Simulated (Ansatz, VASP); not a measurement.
Two plane-wave programs on Sn

INCAR

```
PREC = Accurate
ENCUT = 520
EDIFF = 1E-6
ISMEAR = -1
SIGMA = 0.1
LREAL = F
LASPH = T
NELM = 100
ALGO = Normal
ISIF = 2
LWAVE = F
LCHARG = T
GGA = RE
LELF = T
LVHAR = T
NBANDS = 13
```

KPOINTS

```
Automatic mesh
0
Gamma
  11 11 11
```

Contents of POSCAR:

```
Sn
1.0
    3.0206167160      0.0000000000      0.0000000000
    0.0000000000      3.0206167160      0.0000000000
    0.0000000000      0.0000000000      3.0206167160
Sn
1
Direct
    0.0000000000      0.0000000000      0.0000000000
```

Input for Ansatz:

```yaml
crystal:
  lattice:
    - [3.020616716, 0.0, 0.0]
    - [0.0, 3.020616716, 0.0]
    - [0.0, 0.0, 3.020616716]
  atoms:
    - { symbol: Sn, position: [0.0, 0.0, 0.0] }
hamiltonian:
  xc: revpbe
  pseudopotentials:
    kind: paw
    azcp:
      Sn: "pseudopotentials/Sn.paw.azcp"
basis:
  ecutwfc: 420
  fft_grid_basis: typed
kpoints:
  mp_grid: { grid: [11, 11, 11], shift: [0, 0, 0] }
magnetization:
  spin_polarized: false
scf:
  occupations: { method: fermi_dirac, width: 0.1 }
  lower_state_search: "off"
output:
  stress: true
```

Alike in both runs: task single point; functional revPBE; k mesh 11 × 11 × 11; occupations fermi-dirac, width 0.1 eV; no spin polarisation.

|  | VASP | Ansatz |
| --- | --- | --- |
| version | VASP 6.6.1 | Ansatz 0.2.0 |
| potentials or method | VASP PAW PBE potentials, release 64 (Sn_d), cutoff 520 eV | plane waves (420 eV) with PAW, scalar-relativistic |
| valence electrons in the cell | 14 | 14 |

|  | VASP | Ansatz | Ansatz less VASP |
| --- | --- | --- | --- |
| pressure (GPa) | 4.9 | 4.8 | -0.06 |

VASP's potentials were made for PBE, not for revPBE. With one functional, cell and mesh, what is left measures potentials, basis and numerics.
